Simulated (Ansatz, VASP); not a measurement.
## Two plane-wave programs on O

Contents of INCAR:

```
ALGO = Normal ; EDIFF = 1E-7
EDIFFG = -0.02 ; ENCUT = 520
IBRION = 2 ; ISIF = 2
ISMEAR = 0 ; ISPIN = 2
LASPH = T ; LCHARG = F
LORBIT = 11 ; LREAL = F
LWAVE = F ; MAGMOM = 1 1
NELM = 150 ; NSW = 80
PREC = Accurate ; SIGMA = 0.02
```

The input KPOINTS:

```
k-points
0
Gamma
  1 1 1
```

The input POSCAR:

```
O
1.0
    9.0000000000      0.0000000000      0.0000000000
    0.0000000000      9.5000000000      0.0000000000
    0.0000000000      0.0000000000     10.0000000000
O
2
Direct
    0.5000000000      0.5000000000      0.4385000000
    0.5000000000      0.5000000000      0.5615000000
```

Input for Ansatz:

```yaml
crystal:
  lattice:
    bravais: orthorhombic
    a: 9.0
    b: 9.5
    c: 10.0
  space_group: 47
  setting:
    hermann_mauguin: Pmmm
  atoms:
    - { symbol: O, position: [0.5, 0.5, 0.4385] }
basis:
  ecutwfc: 520.0
kpoints:
  mp_grid:
    grid: [1, 1, 1]
hamiltonian:
  xc: lda
magnetization:
  spin_polarized: true
  per_species:
    O: 1.0
scf:
  occupations:
    method: gaussian
    width: 0.02
relax:
  f_tol: 0.02
output:
  stress: true
```

Alike in both runs: task relaxation of the atoms; functional LDA; k mesh 1 × 1 × 1; occupations gaussian, width 0.02 eV; collinear spin.

|  | VASP | Ansatz |
| --- | --- | --- |
| version | VASP 6.6.1 | Ansatz 0.2.0 |
| potentials or method | VASP PAW LDA potentials, release 64 (O), cutoff 520 eV | plane waves, PAW |
| valence electrons in the cell | 12 | 12 |

VASP gave:

* net moment per atom (μB): 1.00
* size of the moment on the site where the two differ most (μB): 0.81

Estimate Ansatz's values.

net moment per atom (μB): 1.00; size of the moment on the site where the two differ most (μB): 0.55.

LDA's correlation is that of Perdew and Zunger in VASP and of Perdew and Wang (1992) in Ansatz. Site moments also hang on the region over which each program counts them. Ansatz's warnings: end state compared, stress scf threshold loose.

Noted on VASP's run: the standard files for N, O and F lose accuracy on very short bonds.
